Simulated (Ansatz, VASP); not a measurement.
## One calculation of Ga, two programs

```xyz
2
Lattice="3.0110 0.0000 0.0000 -1.5055 2.6076 0.0000 0.0000 0.0000 4.8661" Properties=species:S:1:pos:R:3 pbc="T T T"
Ga    0.0000    1.7384    1.2165
Ga    1.5055    0.8692    3.6496
```

Alike in both runs: task electric field gradients; functional PBE; k mesh 18 × 18 × 10; occupations fermi-dirac, width 0.05 eV; no spin polarisation.

|  | VASP | Ansatz |
| --- | --- | --- |
| version | VASP 6.6.1 | Ansatz 0.2.0 |
| potentials or method | VASP PAW PBE potentials, release 64 (Ga_d) | PAW with Ansatz's default frozen-core files, scalar-relativistic |
| plane-wave cutoff (eV) | 520 | 420 |
| valence electrons in the cell | 26 | 26 |

|  | VASP | Ansatz | Ansatz less VASP |
| --- | --- | --- | --- |
| pressure (GPa) | 0.0 | 0.0 | -0.07 |
| size of Vzz on the site where it differs most (V/Å²) | 2.0 | 2.2 | +0.24 |
